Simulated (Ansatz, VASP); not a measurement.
# NaF in VASP and in Ansatz

INCAR

```
SYSTEM = NaF
PREC     = Accurate       ! precision mode
ENCUT    = 600            ! plane-wave cutoff, eV
EDIFF    = 1E-6           ! SCF threshold, eV
ISMEAR   = 0              ! smearing method
SIGMA    = 0.05           ! smearing width, eV
LREAL    = .False.        ! projectors in reciprocal space
LASPH    = .True.         ! aspherical terms in the spheres
NELM     = 120            ! most SCF steps
ALGO     = Normal         ! electronic algorithm
ISIF     = 2              ! what is computed and relaxed
LWAVE    = .False.        ! write WAVECAR
LCHARG   = .False.        ! write CHGCAR
GGA      = PE             ! functional
NBANDS   = 14             ! bands
GGA_COMPAT= .False.
```

Contents of KPOINTS:

```
regular mesh
0
Gamma
  8 8 8
  0 0 0
```

File POSCAR:

```
NaF
1.0
    0.0000000000      2.3233000000      2.3233000000
    2.3233000000      0.0000000000      2.3233000000
    2.3233000000      2.3233000000      0.0000000000
Na F
1 1
Direct
    0.0062126100      0.0062126100      0.0062126100
    0.5000000000      0.5000000000      0.5000000000
```

Input for Ansatz:

```yaml
crystal:
  lattice:
    - [0.0, 2.3233, 2.3233]
    - [2.3233, 0.0, 2.3233]
    - [2.3233, 2.3233, 0.0]
  atoms:
    - { symbol: Na, position: [0.00621261, 0.00621261, 0.00621261] }
    - { symbol: F, position: [0.5, 0.5, 0.5] }
basis:
  ecutwfc: 420
kpoints:
  mp_grid: { grid: [8, 8, 8] }
hamiltonian:
  xc: pbe
scf:
  occupations: { method: gaussian, width: 0.05 }
output:
  forces: true
  stress: true
  eigenvalues: true
```

Change from the starting cell: all Na atoms moved +0.050 Å, as atom 1 along Cartesian [1 1 1].

Alike in both runs: task single point; functional PBE; k mesh 8 × 8 × 8; occupations gaussian, width 0.05 eV; no spin polarisation.

|  | VASP | Ansatz |
| --- | --- | --- |
| version | VASP 6.6.1 | Ansatz 0.2.0 |
| potentials or method | VASP PAW PBE potentials, release 64 (Na_pv, F), cutoff 600 eV | scalar-relativistic, plane waves, PAW |
| valence electrons in the cell | 14 | 16 |

|  | VASP | Ansatz | Ansatz less VASP |
| --- | --- | --- | --- |
| gap on the k mesh at the Fermi level (eV) | 6.26 | 6.27 | +0.014 |
| least direct gap on the mesh (eV) | 6.26 | 6.27 | +0.014 |
| pressure (GPa) | 1.5 | 1.8 | +0.24 |
| rms of the force components (eV/Å) | 0.068 | 0.065 | -0.0021 |

Atom by atom the forces differ by 0.002 eV/Å (rms over components). VASP's potentials hold 14 valence electrons a cell and Ansatz's 16, so a difference there can come from the potentials and not from the codes.
